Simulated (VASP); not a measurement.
# SnTe in VASP: further runs, part 2 of 2

VASP 6.6.1. Earlier steps stand in the parts before.

### Step 5. Single point, LDA (volume scaled by 0.975)

File INCAR:

```
  PREC = Accurate
  ENCUT = 520
  EDIFF = 1E-7
  ISMEAR = -1
  SIGMA = 0.08
  LREAL = F
  LASPH = T
  NELM = 60
  ALGO = Normal
  ISIF = 2
  LWAVE = F
  LCHARG = F
  NBANDS = 17
```

File KPOINTS:

```
Automatic mesh
0
Gamma
  11 11 11
```

File POSCAR:

```
SnTe
1.0
    0.0000000000      3.1299735358      3.1299735358
    3.1299735358      0.0000000000      3.1299735358
    3.1299735358      3.1299735358      0.0000000000
Sn Te
1 1
Direct
    0.0000000000      0.0000000000      0.0000000000
    0.5000000000      0.5000000000      0.5000000000
```

Potentials or basis: VASP PAW LDA potentials, release 64 (Sn_d, Te).

The run is started by

```bash
> cat potpaw_LDA.64/Sn_d/POTCAR potpaw_LDA.64/Te/POTCAR > POTCAR
> mpirun -np 1 vasp_std > vasp.out
```

OUTCAR:

```text
PREC = Accurate
   ENCUT = 520
   EDIFF = 1E-7
   ISMEAR = -1
   LREAL = F
   LASPH = T
   NELM = 60
   ISIF = 2

 ion  position               nearest neighbor table
   1  0.000  0.000  0.000-   2 3.13   2 3.13   2 3.13   2 3.13   2 3.13   2 3.13
   2  0.500  0.500  0.500-   1 3.13   1 3.13   1 3.13   1 3.13   1 3.13   1 3.13

  LATTYP: Found a face centered cubic cell.
 ALAT       =     6.2599470716

  Lattice vectors:

[... 666 lines left out ...]

------------------------ aborting loop because EDIFF is reached ----------------------------------------

  FORCE on cell =-STRESS in cart. coord.  units (eV):
  Direction    XX          YY          ZZ          XY          YZ          ZX
  --------------------------------------------------------------------------------------
  -------------------------------------------------------------------------------------
  Total       -0.2052671     -0.2052671     -0.2052671      0.0000000      0.0000000      0.0000000
  in kB       -5.3626304     -5.3626304     -5.3626304      0.0000000      0.0000000      0.0000000
  external PRESSURE =      -5.3626304 kB  Pullay stress =       0.0000000 kB

 VOLUME and BASIS-vectors are now :
 -----------------------------------------------------------------------------
  energy-cutoff  :      520.00
  volume of cell :       61.33
      direct lattice vectors                 reciprocal lattice vectors
     0.000000000  3.129973536  3.129973536    -0.159745760  0.159745760  0.159745760
     3.129973536  0.000000000  3.129973536     0.159745760 -0.159745760  0.159745760
     3.129973536  3.129973536  0.000000000     0.159745760  0.159745760 -0.159745760

 POSITION                                       TOTAL-FORCE (eV/Angst)
 -----------------------------------------------------------------------------------
      0.00000      0.00000      0.00000         0.000000      0.000000      0.000000
      3.12997      3.12997      3.12997         0.000000      0.000000      0.000000
 -----------------------------------------------------------------------------------
    total drift:                               -0.000000      0.000000      0.000000

  FREE ENERGIE OF THE ION-ELECTRON SYSTEM (eV)
  ---------------------------------------------------
  free  energy   TOTEN  =        -8.8324458180 eV

  energy  without entropy=       -8.8304464666  energy(sigma->0) =       -8.83144614
```

OSZICAR:

```text
N       E                     dE             d eps       ncg     rms          rms(c)
DAV:   1     0.127327878997E+03    0.12733E+03   -0.95939E+03  1918   0.135E+03
DAV:   2     0.289608837100E+01   -0.12443E+03   -0.12103E+03  2066   0.332E+02
DAV:   3    -0.854119187233E+01   -0.11437E+02   -0.11323E+02  2359   0.899E+01
DAV:   4    -0.887809256608E+01   -0.33690E+00   -0.33665E+00  2252   0.161E+01
DAV:   5    -0.889197417549E+01   -0.13882E-01   -0.13881E-01  2722   0.317E+00    0.480E+00
DAV:   6    -0.883775019730E+01    0.54224E-01   -0.11003E-01  2748   0.230E+00    0.304E+00
DAV:   7    -0.883336726012E+01    0.43829E-02   -0.40513E-02  2476   0.103E+00    0.723E-01
DAV:   8    -0.883244090922E+01    0.92635E-03   -0.65471E-03  2485   0.636E-01    0.145E-01
DAV:   9    -0.883247043178E+01   -0.29523E-04   -0.63338E-04  2697   0.218E-01    0.478E-02
DAV:  10    -0.883244634482E+01    0.24087E-04   -0.74608E-05  2547   0.730E-02    0.240E-02
DAV:  11    -0.883244633441E+01    0.10415E-07   -0.28904E-05  2525   0.399E-02    0.204E-02
DAV:  12    -0.883244584650E+01    0.48791E-06   -0.27180E-06  2432   0.122E-02    0.119E-02
DAV:  13    -0.883244581802E+01    0.28474E-07   -0.18341E-07  2012   0.236E-03
   1 F= -.88324458E+01 E0= -.88314461E+01  d E =-.199935E-02
```

stdout:

```text
POSCAR found type information on POSCAR SnTe
 POSCAR found :  2 types and       2 ions
 scaLAPACK will be used
 LDA part: xc-table for (Slater(with rela. corr.)+CA(PZ))
 , standard interpolation
 POSCAR, INCAR and KPOINTS ok, starting setup
 FFT: planning ... GRIDC
 FFT: planning ... GRID_SOFT
 FFT: planning ... GRID
 WAVECAR not read
 entering main loop
```

Run time: 60 s. Hardware: 1 thread of Intel Xeon 6975P-C, shared host; peak memory 0.21 GiB.

What came out:

* Free energy: -8.8324 eV
* Pressure: -0.5 GPa

Caveat: this odd mesh misses L, where the gap lies, so gap, dielectric constants and Born charges aren't listed; spin-orbit coupling is left out, which moves the levels of the heavy elements.

### Step 6. Single point, LDA (volume scaled by 1.025)

File INCAR:

```
SYSTEM = SnTe
PREC = Accurate
ENCUT = 520
EDIFF = 1E-7
ISMEAR = -1
SIGMA = 0.08
LREAL = .FALSE.
LASPH = .TRUE.
NELM = 100
ALGO = Normal
ISIF = 2
LWAVE = .FALSE.
LCHARG = .TRUE.
LELF = .TRUE.
LVHAR = .TRUE.
NBANDS = 17
```

File KPOINTS:

```
Automatic mesh
0
G
  11 11 11
  0 0 0
```

File POSCAR:

```
SnTe
1.0
    0.0000000000      3.1825879599      3.1825879599
    3.1825879599      0.0000000000      3.1825879599
    3.1825879599      3.1825879599      0.0000000000
Sn Te
1 1
Direct
    0.0000000000      0.0000000000      0.0000000000
    0.5000000000      0.5000000000      0.5000000000
```

Potentials or basis: VASP PAW LDA potentials, release 64 (Sn_d, Te).

The run is started by

```bash
> cat potpaw_LDA.64/Sn_d/POTCAR potpaw_LDA.64/Te/POTCAR > POTCAR
> mpirun -np 1 vasp_std > vasp.out
```

Wall time 65 s (1 thread of Intel Xeon 6975P-C, shared host); peak memory 0.21 GiB.

The run converged. Its results:

```yaml
Free_energy: -8.8007 eV
Pressure: -2.7 GPa
```

Levels at points of the mesh, in eV from the Fermi level:
```
           k point  band 8  band 9  band 10  band 11  band 12  band 13
(0.00, 0.00, 0.00)   -2.01   -2.01    -2.01     3.25     3.25     3.25
```

Caveat: this odd mesh misses L, where the gap lies, so gap, dielectric constants and Born charges aren't listed; spin-orbit coupling is left out, which moves the levels of the heavy elements.

### Step 7. Overview

```tsv
cell	gap on the mesh (eV)	pressure (GPa)
a = 4.442, b = 4.442, c = 4.464 Å, angles 59.8, 59.8, 60.3°, 2 atoms	0.42	-1.2
a = 4.509, b = 4.509, c = 4.464 Å, angles 60.3, 60.3, 59.3°, 2 atoms	0.39	-2.5
a = 4.388 Å, angles 60.0°, 2 atoms	-	0.8
a = 4.426 Å, angles 60.0°, 2 atoms	-	-0.5
a = 4.501 Å, angles 60.0°, 2 atoms	-	-2.7
```

Alike in all rows: task single point; level LDA; potentials or basis VASP PAW LDA potentials, release 64 (Sn_d, Te); no spin polarisation; k mesh 11 × 11 × 11; cutoff (eV) 520; smearing fermi-dirac 0.08 eV.

Caveats: spin-orbit coupling is left out, which moves the levels of the heavy elements.

Absolute energies hang on the potentials; compare differences alone.
